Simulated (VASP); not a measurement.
# Fe (P6_3/mmc) in VASP: notebook

Fe is run at these levels: RPBE; tasks: single point.

Everything below comes from runs of VASP 6.6.1. Logs are shortened: lines on timing, memory, paths and dates and some standing lists are left out, and cuts for length are marked.

## 1. The cell of the first run

Symmetry: P6_3/mmc, No. 194, hexagonal system. The conventional cell has a = 2.558 Å, b = 2.558 Å, c = 8.767 Å, α = 90.00°, β = 90.00°, γ = 120.00°. Fe (site symmetry -3m) has 12 Fe at 2.56 to 2.64 Å within 3.4 Å. Fe (site symmetry -6m2) has 12 Fe at 2.56 to 2.64 Å within 3.4 Å.

This isn't the form of Fe at room conditions, which is bcc.

## 2. Single point, RPBE, collinear spin, ferromagnetic start

INCAR

```
SYSTEM = Fe
PREC     = Accurate       ! precision mode
ENCUT    = 520            ! plane-wave cutoff, eV
EDIFF    = 1E-6           ! SCF threshold, eV
ISMEAR   = -1             ! smearing method
SIGMA    = 0.05           ! smearing width, eV
LREAL    = .FALSE.        ! projectors in reciprocal space
LASPH    = .TRUE.         ! aspherical terms in the spheres
NELM     = 150            ! most SCF steps
ALGO     = Normal         ! electronic algorithm
ISIF     = 2              ! what is computed and relaxed
LWAVE    = .FALSE.        ! write WAVECAR
LCHARG   = .FALSE.        ! write CHGCAR
ISPIN    = 2              ! spin polarisation
MAGMOM   = 2.653 2.653 2.659 2.659 ! initial moments
LORBIT   = 11             ! projections on sites
LMAXMIX  = 4              ! l up to which the mixer works
GGA      = RP             ! functional
NBANDS   = 28             ! bands
```

KPOINTS

```
Automatic mesh
0
G
  19 19 5
  0 0 0
```

POSCAR

```
Fe
1.0
    2.5580412867      0.0000000000      0.0000000000
   -1.2790206434      2.2153287382      0.0000000000
    0.0000000000      0.0000000000      8.7672397625
Fe
4
Direct
    0.0000000000      0.0000000000      0.0000000000
    1.0000000000      1.0000000000      0.5000000000
    0.3333333333      0.6666666667      0.2500000000
    0.6666666667      0.3333333333      0.7500000000
```

Potentials or basis: VASP PAW PBE potentials, release 64 (Fe).

Launch:

```
$ cat potpaw_PBE.64/Fe/POTCAR > POTCAR
$ mpirun -np 1 vasp_std > vasp.out
```

OUTCAR:

```text
SYSTEM = Fe
   PREC = Accurate
   ENCUT = 520
   EDIFF = 1E-6
   ISMEAR = -1
   LREAL = .FALSE.
   LASPH = .TRUE.
   NELM = 150
   ISIF = 2
   ISPIN = 2
   LORBIT = 11
   GGA = RP

 ion  position               nearest neighbor table
   1  0.000  0.000  0.000-   3 2.64   4 2.64   4 2.64   3 2.64   4 2.64   3 2.64
   2  0.000  0.000  0.500-   3 2.64   4 2.64   4 2.64   3 2.64   4 2.64   3 2.64
   3  0.333  0.667  0.250-   1 2.64   2 2.64   1 2.64   2 2.64   1 2.64   2 2.64
   4  0.667  0.333  0.750-   1 2.64   2 2.64   1 2.64   2 2.64   1 2.64   2 2.64

  LATTYP: Found a hexagonal cell.
 ALAT       =     2.5580412867
 C/A-ratio  =     3.4273253556

  Lattice vectors:

 A1 = (   2.5580412867,   0.0000000000,   0.0000000000)
 A2 = (  -1.2790206434,   2.2153287382,   0.0000000000)
 A3 = (   0.0000000000,   0.0000000000,   8.7672397625)

Analysis of symmetry for initial positions (statically):
=====================================================================
 Subroutine PRICEL returns:
 Original cell was already a primitive cell.

 Routine SETGRP: Setting up the symmetry group for a
 hexagonal supercell.

 Subroutine GETGRP returns: Found 24 space group operations
 (whereof 12 operations were pure point group operations)
 out of a pool of 24 trial point group operations.

The static configuration has the point symmetry D_3d.
 The point group associated with its full space group is D_6h.

Analysis of symmetry for dynamics (positions and initial velocities):
=====================================================================
 Subroutine PRICEL returns:
 Original cell was already a primitive cell.

 Routine SETGRP: Setting up the symmetry group for a
 hexagonal supercell.

 Subroutine GETGRP returns: Found 24 space group operations
 (whereof 12 operations were pure point group operations)
 out of a pool of 24 trial point group operations.

The dynamic configuration has the point symmetry D_3d.
 The point group associated with its full space group is D_6h.

Analysis of structural, dynamic, and magnetic symmetry:
=====================================================================
 Subroutine PRICEL returns:
 Original cell was already a primitive cell.

 Routine SETGRP: Setting up the symmetry group for a
 hexagonal supercell.

 Subroutine GETGRP returns: Found 24 space group operations
 (whereof 12 operations were pure point group operations)
 out of a pool of 24 trial point group operations.

The overall configuration has the point symmetry D_3d.
 The point group associated with its full space group is D_6h.

 Subroutine INISYM returns: Found 24 space group operations
 (whereof 12 operations are pure point group operations),
 and found     1 'primitive' translations

----------------------------------------------------------------------------------------

                                     Primitive cell

  volume of cell :      49.6831

  direct lattice vectors                    reciprocal lattice vectors
     2.558041287  0.000000000  0.000000000     0.390924105  0.225700137  0.000000000
    -1.279020643  2.215328738  0.000000000     0.000000000  0.451400274  0.000000000
     0.000000000  0.000000000  8.767239762     0.000000000  0.000000000  0.114060985

  length of vectors
     2.558041287  2.558041287  8.767239762     0.451400274  0.451400274  0.114060985

  position of ions in fractional coordinates (direct lattice)
     0.000000000  0.000000000  0.000000000
     0.000000000  0.000000000  0.500000000
     0.333333333  0.666666667  0.250000000
     0.666666667  0.333333333  0.750000000

  ion indices of the primitive-cell ions
   primitive index   ion index
                 1           1
                 2           2
                 3           3
                 4           4

----------------------------------------------------------------------------------------

 KPOINTS: Automatic mesh

Automatic generation of k-mesh.
 Grid dimensions read from file:
 generate k-points for:   19   19    5

 Generating k-lattice:

  Cartesian coordinates                     Fractional coordinates (reciprocal lattice)
     0.020574953  0.011878955  0.000000000     0.052631579  0.000000000  0.000000000
     0.000000000  0.023757909  0.000000000     0.000000000  0.052631579  0.000000000
     0.000000000  0.000000000  0.022812197     0.000000000  0.000000000  0.200000000

  Length of vectors
     0.023757909  0.023757909  0.022812197

  Shift w.r.t. Gamma in fractional coordinates (k-lattice)
     0.000000000  0.000000000  0.000000000

 Subroutine IBZKPT returns following result:
 ===========================================

 Found    120 irreducible k-points:

 Following reciprocal coordinates:
            Coordinates               Weight
  0.000000  0.000000  0.000000      1.000000
  0.052632 -0.000000  0.000000      6.000000
  0.105263 -0.000000  0.000000      6.000000
  0.157895 -0.000000  0.000000      6.000000
  0.210526  0.000000  0.000000      6.000000
  0.263158 -0.000000  0.000000      6.000000
[... 16 lines left out ...]
  0.263158  0.105263  0.000000     12.000000
  0.315789  0.105263  0.000000     12.000000
 [... further k-points ...]
   k-points           NKPTS =    120   k-points in BZ     NKDIM =    120   number of bands    NBANDS=     28
   number of dos      NEDOS =    301   number of ions     NIONS =      4
   total plane-waves  NPLWV =  28000
   dimension x,y,z NGX =    20 NGY =   20 NGZ =   70
   dimension x,y,z NGXF=    40 NGYF=   40 NGZF=  140
   ions per type =               4
   NGX,Y,Z   is equivalent  to a cutoff of  13.00, 13.00, 13.27 a.u.
   NGXF,Y,Z  is equivalent  to a cutoff of  26.00, 26.00, 26.55 a.u.
 SYSTEM =  Fe
   PREC   = accura    normal or accurate (medium, high low for compatibility)
   ISTART =      0    job   : 0-new  1-cont  2-samecut
   ICHARG =      2    charge: 1-file 2-atom 10-const
   ISPIN  =      2    spin polarized calculation?
   LNONCOLLINEAR =      F non collinear calculations
   LSORBIT =      F    spin-orbit coupling
   LASPH  =      T    aspherical Exc in radial PAW
   ENCUT  =  520.0 eV  38.22 Ry    6.18 a.u.   4.76  4.76 16.30*2*pi/ulx,y,z
   NELM   =    150;   NELMIN=  2; NELMDL= -5     # of ELM steps
   EDIFF  = 0.1E-05   stopping-criterion for ELM
   LREAL  =      F    real-space projection
   EDIFFG = 0.1E-04   stopping-criterion for IOM
   NSW    =      0    number of steps for IOM
   IBRION =     -1    ionic relax: 0-MD 1-quasi-New 2-CG
   NFREE  =      0    steps in history (QN), initial steepest desc. (CG)
   ISIF   =      2    stress and relaxation
   ISYM   =      2    0-nonsym 1-usesym 2-fastsym
   POTIM  = 0.5000    time-step for ionic-motion
   TEBEG  =    0.0;   TEEND  =   0.0 temperature during run
   PSTRESS=    0.0 pullay stress
   NELECT =      32.0000    total number of electrons
   NUPDOWN=      -1.0000    fix difference up-down
   EMIN   =  10.00;   EMAX   =-10.00  energy-range for DOS
   EFERMI =   0.00;   METHOD = LEGACY
   ISMEAR =    -1;   SIGMA  =   0.05  broadening in eV -4-tet -1-fermi 0-gaus
   EFERMI_NEDOS =   21; number of points for ismear=-14 and -15
   IALGO  =     38    algorithm
   IMIX   =      4    mixing-type and parameters
     AMIX     =   0.40;   BMIX     =  1.00
     AMIX_MAG =   1.60;   BMIX_MAG =  1.00
  volume/ion in A,a.u.               =      12.42        83.82
  Fermi-wavevector in a.u.,A,eV,Ry     =   1.413802  2.671699 27.195820  1.998836
  Thomas-Fermi vector in A             =   2.535410
   LORBIT       =     11    0 simple, 1 ext, 2 COOP (PROOUT), +10 PAW based schemes
   GGA     = RP    functional components
   LHFCALC =     F    Hartree Fock is set to
   AEXX    =    0.0000 exact exchange contribution
   IVDW    =     0    specifies the selected vdW correction
   LEPSILON=     F    determine dielectric tensor
   LRPA    =     F    only Hartree local field effects (RPA)
 spin polarized calculation
  energy-cutoff  :      520.00
  volume of cell :       49.68
 maximum number of plane-waves:      1353
 NGX is ok and might be reduce to    20
   NGX =  9   NGY =  9   NGZ = 33

 number of electron      32.0000017 magnetization       9.9185608

 number of electron      32.0000018 magnetization      10.4853933

 Free energy of the ion-electron system (eV)
  ---------------------------------------------------
  ext. energy  EPLUGINS =         0.00000000
  ---------------------------------------------------
  free energy    TOTEN  =       -30.47664792 eV

  energy without entropy =      -30.43471943  energy(sigma->0) =      -30.45568368

 E-fermi :   5.3982     XC(G=0): -12.5065

 val. band max:        5.3888160320   @ k =   0.2105   0.1579   0.2000
 cond. band min:       5.3988051323   @ k =   0.1579  -0.0000   0.2000
 fundamental gap:      0.0099891003
 Fermi energy:         5.3981965888

 spin component 1

 k-point     1 :       0.0000    0.0000    0.0000
  band No.  band energies     occupation
      1      -2.8530      1.00000
      2      -0.9594      1.00000
      3      -0.9360      1.00000
      4       0.5786      1.00000
      5       2.5215      1.00000
      6       2.5835      1.00000
[... 20 lines left out ...]
     27      17.8157      0.00000
[... 691 lines left out ...]
      6       1.8162      1.00000
[... 20 lines left out ...]
     27      15.1521      0.00000
     28      15.3597      0.00000

 [... further k-points ...]

 spin component 2

 k-point     1 :       0.0000    0.0000    0.0000
  band No.  band energies     occupation
      1      -2.6490      1.00000
      2      -0.6746      1.00000
      3      -0.6620      1.00000
      4       1.8776      1.00000
      5       4.4487      1.00000
      6       4.4720      1.00000
[... 20 lines left out ...]
     27      18.6237      0.00000
[... 691 lines left out ...]
      6       3.8658      1.00000
[... 20 lines left out ...]
     27      16.3046      0.00000
     28      16.4778      0.00000

 [... further k-points ...]

------------------------ aborting loop because EDIFF is reached ----------------------------------------

  FORCE on cell =-STRESS in cart. coord.  units (eV):
  Direction    XX          YY          ZZ          XY          YZ          ZX
  --------------------------------------------------------------------------------------
  -------------------------------------------------------------------------------------
  Total        0.0816205      0.0816205     -0.0200021     -0.0000000      0.0000000      0.0000000
  in kB        2.6320931      2.6320931     -0.6450277     -0.0000000      0.0000000      0.0000000
  external PRESSURE =       1.5397195 kB  Pullay stress =       0.0000000 kB

 VOLUME and BASIS-vectors are now :
 -----------------------------------------------------------------------------
  energy-cutoff  :      520.00
  volume of cell :       49.68
      direct lattice vectors                 reciprocal lattice vectors
     2.558041287  0.000000000  0.000000000     0.390924105  0.225700137  0.000000000
    -1.279020643  2.215328738  0.000000000     0.000000000  0.451400274  0.000000000
     0.000000000  0.000000000  8.767239762     0.000000000  0.000000000  0.114060985

 POSITION                                       TOTAL-FORCE (eV/Angst)
 -----------------------------------------------------------------------------------
      0.00000      0.00000      0.00000         0.000000      0.000000      0.000000
      0.00000      0.00000      4.38362         0.000000      0.000000      0.000000
     -0.00000      1.47689      2.19181        -0.000000      0.000000      0.000000
      1.27902      0.73844      6.57543        -0.000000     -0.000000      0.000000
 -----------------------------------------------------------------------------------
    total drift:                                0.000000     -0.000000      0.000000

  FREE ENERGIE OF THE ION-ELECTRON SYSTEM (eV)
  ---------------------------------------------------
  free  energy   TOTEN  =       -30.4766479211 eV

  energy  without entropy=      -30.4347194294  energy(sigma->0) =      -30.45568368

 total charge

# of ion       s       p       d       tot
------------------------------------------
    1        0.461   0.469   6.169   7.099
    2        0.461   0.469   6.169   7.099
    3        0.460   0.470   6.168   7.098
    4        0.460   0.470   6.168   7.098
--------------------------------------------------
tot          1.841   1.877  24.675  28.393

 magnetization (x)

# of ion       s       p       d       tot
------------------------------------------
    1       -0.017  -0.046   2.684   2.621
    2       -0.017  -0.046   2.684   2.621
    3       -0.016  -0.047   2.688   2.625
    4       -0.016  -0.047   2.688   2.625
--------------------------------------------------
tot         -0.067  -0.187  10.745  10.491
```

Wall time 5.5 min (1 thread of Intel Xeon Platinum 8259CL at 2.50GHz (Skylake/Cascade Lake), shared host); peak memory 0.34 GiB.

Results:

```yaml
Free_energy: -30.4766 eV
Pressure: 0.2 GPa
Net_moment: 10.49 μB per cell
Site_moments: Fe +2.62 μB
Valence_electrons_inside_the_program's_atomic_spheres: Fe 7.10
```

Caveat: the PAW data sets were made with another functional, which shifts forces and pressure a little.

## 3. Single point, RPBE, collinear spin, ferrimagnetic start

This run uses another cell than the first one, of 10.94 Å³/atom.

INCAR

```
PREC = Accurate
ENCUT = 600
EDIFF = 1E-6
ISMEAR = -1
SIGMA = 0.05
LREAL = F
LASPH = T
NELM = 200
ALGO = Normal
ISIF = 2
LWAVE = F
LCHARG = F
ISPIN = 2
MAGMOM = 1.097 1.097 -1.658 -1.658
LORBIT = 11
LMAXMIX = 4
GGA = RP
NBANDS = 28
GGA_COMPAT = F
```

KPOINTS

```
Automatic mesh
0
Gamma
  19 19 5
```

POSCAR

```
Fe
1.0
    2.4799764167      0.0000000000      0.0000000000
   -1.2399882084      2.1477225776      0.0000000000
    0.0000000000      0.0000000000      8.2141763838
Fe
4
Direct
    0.0000000000      0.0000000000      0.0000000000
    0.0000000000      0.0000000000      0.5000000000
    0.3333333333      0.6666666667      0.2500000000
    0.6666666667      0.3333333333      0.7500000000
```

Potentials or basis: VASP PAW PBE potentials, release 64 (Fe).

Launch:

```
$ cat potpaw_PBE.64/Fe/POTCAR > POTCAR
$ mpirun -np 1 vasp_std > vasp.out
```

It took 5 min on 1 thread of Intel Xeon Platinum 8488C (Sapphire Rapids), shared host; peak memory 0.36 GiB.

It converged, with:

| Item | Value |
| --- | --- |
| Free energy | -30.2587 eV |
| Pressure | 0.0 GPa |
| Net moment | -1.20 μB per cell |
| Site moments | Fe +1.11, -1.71 (each value once) μB |
| Valence electrons inside the program's atomic spheres | Fe 7.35, 7.33 (each value once) |

Stress tensor (GPa, compression positive):
```
-0.13  0.00  0.00
 0.00 -0.13  0.00
 0.00  0.00  0.35
```

Levels at points of the mesh, in eV from the Fermi level:
Spin up:
```
           k point  band 12  band 13  band 14  band 15  band 16  band 17  band 18  band 19
(0.00, 0.00, 0.00)    -1.23    -1.23    -0.89    -0.89    -0.51    -0.51    -0.19     0.04
```
Spin down:
| k point | band 12 | band 13 | band 14 | band 15 | band 16 | band 17 | band 18 | band 19 | band 20 | band 21 |
| --- | --- | --- | --- | --- | --- | --- | --- | --- | --- | --- |
| (0.00, 0.00, 0.00) | -1.66 | -1.66 | -1.13 | -1.13 | -0.79 | -0.79 | -0.42 | -0.42 | -0.21 | 0.84 |

Caveat: the PAW data sets were made with another functional, which shifts forces and pressure a little.
